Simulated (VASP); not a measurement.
Set up this calculation in VASP 6.6.1, as the native input.

* Task: single point
* Functional: PBE
* Dispersion: D3(BJ)
* Potentials or basis: VASP PAW PBE potentials, release 64 (C)
* Cutoff: 520 eV
* k mesh: 12 × 5 × 1
* Occupations: gaussian, width 0.1 eV
* Spin: no spin polarisation
* Dipole correction: yes
* Further INCAR settings: ALGO = Normal; EDIFF = 1e-06; NBANDS = 31

The structure of C lies in POSCAR:

```
C
1.0
    2.4646013646      0.0000000000      0.0000000000
    0.0000000000      6.8054113579      0.0000000000
    0.0000000000      0.0000000000     18.9815720880
C
10
Direct
    0.6245770366      0.2500141188      0.3687787275
    0.1245270019      0.2500141188      0.4062749828
    0.3743978443      0.7499858812      0.4250152999
    0.8743478096      0.7499858812      0.4625115552
    0.1242186520      0.2500141188      0.4812518723
    0.6240819850      0.2500133946      0.5177824228
    0.8742187762      0.7499905632      0.5456979427
    0.3733103364      0.7499900467      0.5757049463
    0.6239039727      0.2500147752      0.5962022511
    0.1243328368      0.2500173699      0.6287500473
```

One way to write it, as run:

INCAR

```
SYSTEM = C
  PREC = Accurate
  ENCUT = 520
  EDIFF = 1E-6
  ISMEAR = 0
  SIGMA = 0.1
  LREAL = .False.
  LASPH = .True.
  NELM = 60
  ALGO = Normal
  ISIF = 2
  LWAVE = .False.
  LCHARG = .True.
  LDIPOL = .True.
  IDIPOL = 3
  DIPOL = 0.5 0.5 0.501
  GGA = PE
  IVDW = 12
  LELF = .True.
  LVHAR = .True.
  LVACPOTAV = .True.
  NBANDS = 31
```

KPOINTS

```
Automatic mesh
0
Gamma
  12 5 1
  0 0 0
```

Potentials or basis: VASP PAW PBE potentials, release 64 (C).

Run with:

```bash
$ cat potpaw_PBE.64/C/POTCAR > POTCAR
$ mpirun -np 1 vasp_std > vasp.out
```

It gave:

| Item | Value |
| --- | --- |
| Largest force | 3.391 eV/Å |
| Band gap on the k mesh | zero (bands 20 and 21 overlap by 0.35 eV) |
| Dispersion energy per atom | -0.107 eV |

Run time: 4.4 min on 1 thread of Intel(R) Xeon(R) 6975P-C (Granite Rapids), on a shared host, peak memory 0.48 GiB.
